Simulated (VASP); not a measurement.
# In (R-3m) in VASP: further runs

The runs below take In through electric field gradients, with PBEsol.

All numbers are computed with VASP 6.6.1; they aren't measurements. Logs are shortened: lines on timing, memory, paths and dates and some standing lists are left out, and cuts for length are marked.

## 1. The cell of the first run

Symmetry: R-3m, No. 166, trigonal system. Conventional cell: a = 3.406 Å, b = 3.406 Å, c = 24.622 Å, α = 90.00°, β = 90.00°, γ = 120.00°. Within 4.4 Å of In (site symmetry -3m) lie 12 In at 3.37 to 3.41 Å. In (site symmetry 3m) has 12 In at 3.36 to 3.41 Å within 4.4 Å.

## 2. Electric field gradients, PBEsol (equal xx and yy strain of +2 %)

The input, INCAR:

```
SYSTEM = In
PREC = Accurate
ENCUT = 520
EDIFF = 1E-8
ISMEAR = -1
SIGMA = 0.05
LREAL = .False.
LASPH = .True.
NELM = 80
ALGO = Normal
ISIF = 2
LWAVE = .False.
LCHARG = .False.
GGA = PS
LEFG = .True.
NBANDS = 26
```

The input, KPOINTS:

```
Automatic mesh
0
Gamma
  14 14 14
  0 0 0
```

The input, POSCAR:

```
In
1.0
    1.7030295529      0.9832445708      8.2074632500
   -1.7030295529      0.9832445708      8.2074632500
    0.0000000000     -1.9664891416      8.2074632500
In
3
Direct
    0.0000000000      0.0000000000      0.0000000000
    0.7780122400      0.7780122400      0.7780122400
    0.2219877600      0.2219877600      0.2219877600
```

Potentials or basis: VASP PAW PBE potentials, release 64 (In_d).

The run is started by

```
> cat potpaw_PBE.64/In_d/POTCAR > POTCAR
> mpirun -np 1 vasp_std > vasp.out
```

OUTCAR:

```text
SYSTEM = In
   PREC = Accurate
   ENCUT = 520
   EDIFF = 1E-8
   ISMEAR = -1
   LREAL = .False.
   LASPH = .True.
   NELM = 80
   ISIF = 2
   GGA = PS

 ion  position               nearest neighbor table
   1  0.000  0.000  0.000-   2 3.37   3 3.37   2 3.37   2 3.37   3 3.37   3 3.37
   2  0.778  0.778  0.778-   3 3.36   3 3.36   3 3.36   1 3.37   1 3.37   1 3.37
   3  0.222  0.222  0.222-   2 3.36   2 3.36   2 3.36   1 3.37   1 3.37   1 3.37

  LATTYP: Found a trigonal (rhomboedric) cell.
 ALAT       =     8.4397590335
 COS(alpha) =     0.9185644057

  Lattice vectors:

 A1 = (   1.7030295529,   0.9832445708,   8.2074632500)
 A2 = (  -1.7030295529,   0.9832445708,   8.2074632500)
 A3 = (   0.0000000000,  -1.9664891416,   8.2074632500)

Analysis of symmetry for initial positions (statically):
=====================================================================
 Subroutine PRICEL returns:
 Original cell was already a primitive cell.

 Routine SETGRP: Setting up the symmetry group for a
 trigonal (rhombohedral) supercell.

 Subroutine GETGRP returns: Found 12 space group operations
 (whereof 12 operations were pure point group operations)
 out of a pool of 12 trial point group operations.

The static configuration has the point symmetry D_3d.

Analysis of symmetry for dynamics (positions and initial velocities):
=====================================================================
 Subroutine PRICEL returns:
 Original cell was already a primitive cell.

 Routine SETGRP: Setting up the symmetry group for a
 trigonal (rhombohedral) supercell.

 Subroutine GETGRP returns: Found 12 space group operations
 (whereof 12 operations were pure point group operations)
 out of a pool of 12 trial point group operations.

The dynamic configuration has the point symmetry D_3d.

 Subroutine INISYM returns: Found 12 space group operations
 (whereof 12 operations are pure point group operations),
 and found     1 'primitive' translations

----------------------------------------------------------------------------------------

                                     Primitive cell

  volume of cell :      82.4601

  direct lattice vectors                    reciprocal lattice vectors
     1.703029553  0.983244571  8.207463250     0.293594435  0.169506826  0.040613442
    -1.703029553  0.983244571  8.207463250    -0.293594435  0.169506826  0.040613442
     0.000000000 -1.966489142  8.207463250     0.000000000 -0.339013653  0.040613442

  length of vectors
     8.439759034  8.439759034  8.439759034     0.341437708  0.341437708  0.341437708

  position of ions in fractional coordinates (direct lattice)
     0.000000000  0.000000000  0.000000000
     0.778012240  0.778012240  0.778012240
     0.221987760  0.221987760  0.221987760

  ion indices of the primitive-cell ions
   primitive index   ion index
                 1           1
                 2           2
                 3           3

----------------------------------------------------------------------------------------

 KPOINTS: Automatic mesh

Automatic generation of k-mesh.
 Grid dimensions read from file:
 generate k-points for:   14   14   14

 Generating k-lattice:

  Cartesian coordinates                     Fractional coordinates (reciprocal lattice)
     0.020971031  0.012107630  0.002900960     0.071428571  0.000000000  0.000000000
    -0.020971031  0.012107630  0.002900960     0.000000000  0.071428571  0.000000000
     0.000000000 -0.024215261  0.002900960     0.000000000  0.000000000  0.071428571

  Length of vectors
     0.024388408  0.024388408  0.024388408

  Shift w.r.t. Gamma in fractional coordinates (k-lattice)
     0.000000000  0.000000000  0.000000000

 Subroutine IBZKPT returns following result:
 ===========================================

 Found    288 irreducible k-points:

 Following reciprocal coordinates:
            Coordinates               Weight
  0.000000  0.000000  0.000000      1.000000
  0.071429 -0.000000 -0.000000      6.000000
  0.142857 -0.000000  0.000000      6.000000
  0.214286  0.000000  0.000000      6.000000
  0.285714 -0.000000 -0.000000      6.000000
  0.357143 -0.000000  0.000000      6.000000
[... 16 lines left out ...]
  0.214286  0.142857  0.000000     12.000000
  0.285714  0.142857 -0.000000     12.000000
 [... further k-points ...]
   k-points           NKPTS =    288   k-points in BZ     NKDIM =    288   number of bands    NBANDS=     26
   number of dos      NEDOS =    301   number of ions     NIONS =      3
   total plane-waves  NPLWV = 262144
   dimension x,y,z NGX =    64 NGY =   64 NGZ =   64
   dimension x,y,z NGXF=   128 NGYF=  128 NGZF=  128
   ions per type =               3
   NGX,Y,Z   is equivalent  to a cutoff of  12.61, 12.61, 12.61 a.u.
   NGXF,Y,Z  is equivalent  to a cutoff of  25.21, 25.21, 25.21 a.u.
 SYSTEM =  In
   PREC   = accura    normal or accurate (medium, high low for compatibility)
   ISTART =      0    job   : 0-new  1-cont  2-samecut
   ICHARG =      2    charge: 1-file 2-atom 10-const
   ISPIN  =      1    spin polarized calculation?
   LNONCOLLINEAR =      F non collinear calculations
   LSORBIT =      F    spin-orbit coupling
   LASPH  =      T    aspherical Exc in radial PAW
   ENCUT  =  520.0 eV  38.22 Ry    6.18 a.u.  15.69 15.69 15.69*2*pi/ulx,y,z
   NELM   =     80;   NELMIN=  2; NELMDL= -5     # of ELM steps
   EDIFF  = 0.1E-07   stopping-criterion for ELM
   LREAL  =      F    real-space projection
   EDIFFG = 0.1E-06   stopping-criterion for IOM
   NSW    =      0    number of steps for IOM
   IBRION =     -1    ionic relax: 0-MD 1-quasi-New 2-CG
   NFREE  =      0    steps in history (QN), initial steepest desc. (CG)
   ISIF   =      2    stress and relaxation
   ISYM   =      2    0-nonsym 1-usesym 2-fastsym
   POTIM  = 0.5000    time-step for ionic-motion
   TEBEG  =    0.0;   TEEND  =   0.0 temperature during run
   PSTRESS=    0.0 pullay stress
   NELECT =      39.0000    total number of electrons
   NUPDOWN=      -1.0000    fix difference up-down
   EMIN   =  10.00;   EMAX   =-10.00  energy-range for DOS
   EFERMI =   0.00;   METHOD = LEGACY
   ISMEAR =    -1;   SIGMA  =   0.05  broadening in eV -4-tet -1-fermi 0-gaus
   EFERMI_NEDOS =   21; number of points for ismear=-14 and -15
   IALGO  =     38    algorithm
   IMIX   =      4    mixing-type and parameters
     AMIX     =   0.40;   BMIX     =  1.00
     AMIX_MAG =   1.60;   BMIX_MAG =  1.00
  volume/ion in A,a.u.               =      27.49       185.49
  Fermi-wavevector in a.u.,A,eV,Ry     =   1.275504  2.410352 22.135450  1.626910
  Thomas-Fermi vector in A             =   2.408212
   LORBIT       =      0    0 simple, 1 ext, 2 COOP (PROOUT), +10 PAW based schemes
   GGA     = PS    functional components
   LHFCALC =     F    Hartree Fock is set to
   AEXX    =    0.0000 exact exchange contribution
   IVDW    =     0    specifies the selected vdW correction
   LEPSILON=     F    determine dielectric tensor
   LRPA    =     F    only Hartree local field effects (RPA)
 non-spin polarized calculation
  energy-cutoff  :      520.00
  volume of cell :       82.46
 maximum number of plane-waves:      2240
   NGX = 31   NGY = 31   NGZ = 31

 number of electron      38.9999997 magnetization

 Free energy of the ion-electron system (eV)
  ---------------------------------------------------
  ext. energy  EPLUGINS =         0.00000000
  ---------------------------------------------------
  free energy    TOTEN  =        -8.89084780 eV

  energy without entropy =       -8.87789787  energy(sigma->0) =       -8.88437283

 E-fermi :   6.8091     XC(G=0): -10.1725

 val. band max:        6.8011279348   @ k =  -0.2857   0.2857   0.0000
 cond. band min:       6.8098206367   @ k =  -0.2857   0.5000   0.2143
 fundamental gap:      0.0086927020
 Fermi energy:         6.8091068849

 k-point     1 :       0.0000    0.0000    0.0000
  band No.  band energies     occupation
      1      -7.7150      2.00000
      2      -7.7116      2.00000
      3      -7.6813      2.00000
      4      -7.6813      2.00000
      5      -7.6707      2.00000
      6      -7.6566      2.00000
[... 18 lines left out ...]
     25      16.5259      0.00000
     26      16.5260      0.00000
[... 644 lines left out ...]
      4      -7.6718      2.00000
      5      -7.6407      2.00000
      6      -7.6366      2.00000
[... 18 lines left out ...]
     25      12.9383      0.00000
     26      14.2318      0.00000

 [... further k-points ...]

------------------------ aborting loop because EDIFF is reached ----------------------------------------

  FORCE on cell =-STRESS in cart. coord.  units (eV):
  Direction    XX          YY          ZZ          XY          YZ          ZX
  --------------------------------------------------------------------------------------
  -------------------------------------------------------------------------------------
  Total       -1.3840877     -1.3840877     -1.1793751      0.0000000     -0.0000000     -0.0000000
  in kB      -26.8924422    -26.8924422    -22.9149331      0.0000000     -0.0000000     -0.0000000
  external PRESSURE =     -25.5666059 kB  Pullay stress =       0.0000000 kB

 VOLUME and BASIS-vectors are now :
 -----------------------------------------------------------------------------
  energy-cutoff  :      520.00
  volume of cell :       82.46
      direct lattice vectors                 reciprocal lattice vectors
     1.703029553  0.983244571  8.207463250     0.293594435  0.169506826  0.040613442
    -1.703029553  0.983244571  8.207463250    -0.293594435  0.169506826  0.040613442
     0.000000000 -1.966489142  8.207463250     0.000000000 -0.339013653  0.040613442

 POSITION                                       TOTAL-FORCE (eV/Angst)
 -----------------------------------------------------------------------------------
      0.00000      0.00000      0.00000         0.000000      0.000000     -0.000000
      0.00000      0.00000     19.15652         0.000000      0.000000      0.000299
      0.00000      0.00000      5.46587         0.000000     -0.000000     -0.000299
 -----------------------------------------------------------------------------------
    total drift:                                0.000000      0.000000     -0.000000

  FREE ENERGIE OF THE ION-ELECTRON SYSTEM (eV)
  ---------------------------------------------------
  free  energy   TOTEN  =        -8.8908478034 eV

  energy  without entropy=       -8.8778978653  energy(sigma->0) =       -8.88437283

 Electric field gradients (V/A^2)
---------------------------------------------------------------------
 ion       V_xx      V_yy      V_zz      V_xy      V_xz      V_yz
---------------------------------------------------------------------
   1       1.564     1.564    -3.127     0.000    -0.000     0.000
   2       5.197     5.197   -10.395    -0.000    -0.000    -0.000
   3       5.197     5.197   -10.395    -0.000    -0.000    -0.000
---------------------------------------------------------------------

 Electric field gradients after diagonalization (V/A^2)
 (convention: |V_zz| > |V_xx| > |V_yy|)
----------------------------------------------------------------------
 ion       V_xx      V_yy      V_zz     asymmetry (V_yy - V_xx)/ V_zz
----------------------------------------------------------------------
   1       1.564     1.564    -3.127       0.000
   2       5.197     5.197   -10.395       0.000
   3       5.197     5.197   -10.395       0.000
----------------------------------------------------------------------

           NMR quadrupolar parameters

 Cq : quadrupolar parameter    Cq=e*Q*V_zz/h
 eta: asymmetry parameters     (V_yy - V_xx)/ V_zz
 Q  : nuclear electric quadrupole moment in mb (millibarn)
----------------------------------------------------------------------
 ion       Cq(MHz)       eta       Q (mb)
----------------------------------------------------------------------
   1      -0.008       0.000       1.000
   2      -0.025       0.000       1.000
   3      -0.025       0.000       1.000
----------------------------------------------------------------------
```

Run time: 76 min. Hardware: 1 thread of Oxide Virtual Turin-like, shared host; peak memory 0.81 GiB.

Results:

* Free energy: -8.8908 eV
* Pressure: -2.6 GPa
* Band gap on the k mesh: zero (an odd number of electrons rules out a gap without spin polarisation)
* Largest electric field gradient by atom: In -3.1, -10.4 (each value once) V/Å²

Levels at points of the mesh, in eV from the Fermi level:
```
           k point  band 17  band 18  band 19  band 20  band 21  band 22
(0.00, 0.00, 0.00)    -6.80    -6.78     0.69     0.71     8.21     8.21
(0.50, 0.00, 0.00)    -4.12    -3.07    -2.62    -1.05    -1.00     3.29
(0.50, 0.50, 0.00)    -4.25    -3.48    -2.90    -0.32    -0.31     1.96
(0.50, 0.50, 0.50)    -8.62    -4.14    -3.13     5.95     6.00     7.80
```

Electric field gradients, principal values (V/Å²):
```csv
atom,least,middle,greatest (by size)
1 In,1.564,1.564,-3.127
2 In,5.197,5.197,-10.395
3 In,5.197,5.197,-10.395
```

Caveat: the cell differs from its parent crystal (equal xx and yy strain of +2 %); without QUAD_EFG the Cq values of the log hold for a quadrupole moment of 1 mb, not for the nuclei; the PAW data sets were made with another functional, which shifts forces and pressure a little; spin-orbit coupling is left out, which moves the levels of the heavy elements.

## 3. Electric field gradients, PBEsol (equal xx and yy strain of +1 %)

INCAR is that of step 2.

KPOINTS is that of step 2.

The input, POSCAR:

```
In
1.0
    1.6863331848      0.9736049182      8.2074632500
   -1.6863331848      0.9736049182      8.2074632500
    0.0000000000     -1.9472098363      8.2074632500
In
3
Direct
    0.0000000000      0.0000000000      0.0000000000
    0.7780122400      0.7780122400      0.7780122400
    0.2219877600      0.2219877600      0.2219877600
```

Potentials or basis: VASP PAW PBE potentials, release 64 (In_d).

The run is started by

```
> cat potpaw_PBE.64/In_d/POTCAR > POTCAR
> mpirun -np 1 vasp_std > vasp.out
```

OUTCAR:

```text
SYSTEM = In
   PREC = Accurate
   ENCUT = 520
   EDIFF = 1E-8
   ISMEAR = -1
   LREAL = .False.
   LASPH = .True.
   NELM = 80
   ISIF = 2
   GGA = PS

 ion  position               nearest neighbor table
   1  0.000  0.000  0.000-   2 3.36   3 3.36   2 3.36   2 3.36   3 3.36   3 3.36
   2  0.778  0.778  0.778-   3 3.35   3 3.35   3 3.35   1 3.36   1 3.36   1 3.36
   3  0.222  0.222  0.222-   2 3.35   2 3.35   2 3.35   1 3.36   1 3.36   1 3.36

  LATTYP: Found a trigonal (rhomboedric) cell.
 ALAT       =     8.4352877335
 COS(alpha) =     0.9200686835

  Lattice vectors:

[... 914 lines left out ...]

  energy  without entropy=       -8.9010789178  energy(sigma->0) =       -8.90746446

 Electric field gradients (V/A^2)
---------------------------------------------------------------------
 ion       V_xx      V_yy      V_zz      V_xy      V_xz      V_yz
---------------------------------------------------------------------
   1      -0.114    -0.114     0.229     0.000     0.000    -0.000
   2       3.482     3.482    -6.964    -0.000     0.000    -0.000
   3       3.482     3.482    -6.964     0.000    -0.000    -0.000
---------------------------------------------------------------------

 Electric field gradients after diagonalization (V/A^2)
 (convention: |V_zz| > |V_xx| > |V_yy|)
----------------------------------------------------------------------
 ion       V_xx      V_yy      V_zz     asymmetry (V_yy - V_xx)/ V_zz
----------------------------------------------------------------------
   1      -0.114    -0.114     0.229       0.000
   2       3.482     3.482    -6.964       0.000
   3       3.482     3.482    -6.964       0.000
----------------------------------------------------------------------

           NMR quadrupolar parameters

 Cq : quadrupolar parameter    Cq=e*Q*V_zz/h
 eta: asymmetry parameters     (V_yy - V_xx)/ V_zz
 Q  : nuclear electric quadrupole moment in mb (millibarn)
----------------------------------------------------------------------
 ion       Cq(MHz)       eta       Q (mb)
----------------------------------------------------------------------
   1       0.001       0.000       1.000
   2      -0.017       0.000       1.000
   3      -0.017       0.000       1.000
----------------------------------------------------------------------
```

OSZICAR:

```text
N       E                     dE             d eps       ncg     rms          rms(c)
DAV:   1     0.346460800956E+03    0.34646E+03   -0.18781E+04 14976   0.202E+03
DAV:   2     0.208195647871E+02   -0.32564E+03   -0.32137E+03 14984   0.440E+02
DAV:   3    -0.798449688765E+01   -0.28804E+02   -0.28540E+02 17812   0.158E+02
DAV:   4    -0.897952015947E+01   -0.99502E+00   -0.99353E+00 18074   0.326E+01
DAV:   5    -0.903352886440E+01   -0.54009E-01   -0.54004E-01 23884   0.572E+00    0.372E+00
DAV:   6    -0.893374922717E+01    0.99780E-01   -0.20628E-01 19358   0.664E+00    0.173E+00
DAV:   7    -0.891543755287E+01    0.18312E-01   -0.56844E-02 20304   0.312E+00    0.424E-01
DAV:   8    -0.891383662084E+01    0.16009E-02   -0.33782E-03 17698   0.796E-01    0.377E-02
DAV:   9    -0.891384733672E+01   -0.10716E-04   -0.12547E-04 25156   0.956E-02    0.243E-02
DAV:  10    -0.891384969051E+01   -0.23538E-05   -0.83726E-06 18956   0.403E-02    0.329E-03
DAV:  11    -0.891385001094E+01   -0.32043E-06   -0.74397E-07 20026   0.153E-02    0.985E-04
DAV:  12    -0.891385003021E+01   -0.19268E-07   -0.43969E-08 15464   0.228E-03    0.437E-04
DAV:  13    -0.891384999503E+01    0.35185E-07   -0.62857E-09  8890   0.171E-03    0.760E-05
DAV:  14    -0.891384999223E+01    0.27985E-08   -0.17983E-09  8534   0.939E-04
   1 F= -.89138500E+01 E0= -.89074645E+01  d E =-.127711E-01
```

stdout:

```text
POSCAR found type information on POSCAR In
 POSCAR found :  1 types and       3 ions
 scaLAPACK will be used
 -----------------------------------------------------------------------------
|                                                                             |
|                                                                             |
|     You enforced a specific xc type in the INCAR file but a different       |
|     I HOPE YOU KNOW WHAT YOU ARE DOING!                                     |
|                                                                             |
 -----------------------------------------------------------------------------

 LDA part: xc-table for (Slater+PW92), standard interpolation
 POSCAR, INCAR and KPOINTS ok, starting setup
 FFT: planning ... GRIDC
 FFT: planning ... GRID_SOFT
 FFT: planning ... GRID
 WAVECAR not read
 entering main loop
ion   1

ion   2

ion   3
```

Run time: 1.6 h. Hardware: 1 thread of Oxide Virtual Turin-like, shared host; peak memory 0.8 GiB.

Results:

- Free energy: -8.9138 eV
- Pressure: -1.9 GPa
- Largest force: 0.007 eV/Å
- Band gap on the k mesh: zero (an odd number of electrons rules out a gap without spin polarisation)
- Largest electric field gradient by atom: In +0.2, -7.0 (each value once) V/Å²

Forces on the atoms (eV/Å):
```
In   0.000  0.000  0.000
In   0.000  0.000 -0.007
In   0.000  0.000  0.007
```

Electric field gradients, principal values (V/Å²):
| atom | least | middle | greatest (by size) |
| --- | --- | --- | --- |
| 1 In | -0.114 | -0.114 | 0.229 |
| 2 In | 3.482 | 3.482 | -6.964 |
| 3 In | 3.482 | 3.482 | -6.964 |

Caveat: the cell differs from its parent crystal (equal xx and yy strain of +1 %); without QUAD_EFG the Cq values of the log hold for a quadrupole moment of 1 mb, not for the nuclei; the PAW data sets were made with another functional, which shifts forces and pressure a little; spin-orbit coupling is left out, which moves the levels of the heavy elements.
